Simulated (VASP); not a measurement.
Runs of VASP 6.6.1 on KF. The structure is that of space group Fm-3m (No. 225), or close to it. The cells are those of the table. 

```tsv
cell	gap on the mesh (eV)	pressure (GPa)
a = 3.790, b = 3.790, c = 3.800 Å, angles 59.9, 59.9, 60.2°, 2 atoms	6.76	-0.9
a = 3.814, b = 3.814, c = 3.847 Å, angles 59.7, 59.7, 60.6°, 2 atoms	6.62	(a)
a = 3.819, b = 3.819, c = 3.857 Å, angles 59.7, 59.7, 60.7°, 2 atoms	6.59	(c)
a = 3.762, b = 3.762, c = 3.743 Å, angles 60.2, 60.2, 59.7°, 2 atoms	6.92	(b)
a = 3.743, b = 3.743, c = 3.705 Å, angles 60.3, 60.3, 59.3°, 2 atoms	7.03	0.9
```

Alike in all rows: task single point; level r2SCAN; potentials or basis VASP PAW PBE potentials, release 64 (K_sv, F); no spin polarisation; k mesh 8 × 8 × 8; cutoff (eV) 520; smearing gaussian 0.05 eV.

**Question.** Estimate the missing entries.

**Answer.** (a) -1.6; (b) 0.1; (c) -1.7.

Caveats: the PAW data sets were made with another functional, which shifts forces and pressure a little.

A k mesh can miss the band edges.
